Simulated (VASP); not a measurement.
A run of VASP 6.6.1:

INCAR

```
  PREC = Accurate
  ENCUT = 520
  EDIFF = 1E-6
  ISMEAR = -1
  SIGMA = 0.1
  LREAL = False
  LASPH = True
  NELM = 200
  ALGO = Normal
  ISIF = 2
  LWAVE = False
  LCHARG = True
  GGA = PE
  LELF = True
  LVHAR = True
  NBANDS = 16
  GGA_COMPAT = False
  LMAXMIX = 6
```

Contents of KPOINTS:

```
Automatic mesh
0
Gamma
  1 1 1
```

The input POSCAR:

```
Dy
1.0
    7.6000000000      0.0000000000      0.0000000000
    0.0000000000      8.0560000000      0.0000000000
    0.0000000000      0.0000000000      7.2200000000
Dy
1
Direct
    0.5100000000      0.5200000000      0.4900000000
```

Potentials or basis: VASP PAW PBE potentials, release 64 (Dy).

Launch:

```bash
$ cat potpaw_PBE.64/Dy/POTCAR > POTCAR
$ mpirun -np 1 vasp_gam > vasp.out
```

Hardware: 1 thread of AMD EPYC 7R13 (shared host).

**Question.** How long does it take, and how much memory?

**Answer.** Wall time 6.3 min on 1 thread of AMD EPYC 7R13, with other jobs on the host, peak memory 0.39 GiB. Counts: scf iterations 112, k points 1.
